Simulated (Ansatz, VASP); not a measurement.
# Si2Ni: VASP beside Ansatz

```
CELL_PARAMETERS angstrom
0.00000 2.75040 2.75040
2.75040 0.00000 2.75040
2.75040 2.75040 0.00000
ATOMIC_POSITIONS crystal
Si 0.25000 0.25000 0.25000
Si 0.75000 0.75000 0.75000
Ni 0.00000 0.00000 0.00000
```

Alike in both runs: task single point; functional PBE; k mesh 14 × 14 × 14; occupations gaussian, width 0.1 eV; no spin polarisation.

|  | VASP | Ansatz |
| --- | --- | --- |
| version | VASP 6.6.1 | Ansatz 0.2.0 |
| potentials or method | VASP PAW PBE potentials, release 64 (Si, Ni), cutoff 520 eV | scalar-relativistic, plane waves, PAW |
| valence electrons in the cell | 18 | 26 |

VASP gave:

* gap on the k mesh at the Fermi level (eV): none
* pressure (GPa): -4.1

Which values does Ansatz return?

gap on the k mesh at the Fermi level (eV): none; pressure (GPa): -4.0.

A gap of «none» marks a metal or a gap that the smearing closes. VASP's potentials hold 18 valence electrons a cell and Ansatz's 26, so a difference there can come from the potentials and not from the codes.
